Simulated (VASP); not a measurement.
A run of VASP 6.6.1 is set up as follows.

INCAR

```
ALGO = Normal
EDIFF = 1E-6
ENCUT = 520
ISIF = 2
ISMEAR = -1
LASPH = T
LCHARG = F
LREAL = F
LWAVE = F
NBANDS = 16
NELM = 100
PREC = Accurate
SIGMA = 0.05
```

KPOINTS

```
k-points
0
Gamma
  5 5 3
```

File POSCAR:

```
NaLa
1.0
    3.6062507687      0.0000000000      0.0000000000
   -1.8031253843      3.1231047781      0.0000000000
    0.0000000000      0.0000000000      6.4837820000
La Na
1 1
Direct
    0.3333333333      0.6666666667      0.5000000000
    0.0000000000      0.0000000000      0.0000000000
```

Potentials or basis: VASP PAW LDA potentials, release 64 (La, Na_pv).

Command:

```console
$ cat potpaw_LDA.64/La/POTCAR potpaw_LDA.64/Na_pv/POTCAR > POTCAR
$ mpirun -np 1 vasp_std > vasp.out
```

(1) What does it give for the pressure?

(2) What does it give for the band gap on the k mesh?

Results:

(1) -1.9 GPa.

(2) zero (band 9 reaches 3.89 eV, above the bottom of band 10 at 3.63 eV).

Caveat: the k points lie up to 0.40 Å⁻¹ apart; spin-orbit coupling is left out, which moves the levels of the heavy elements.
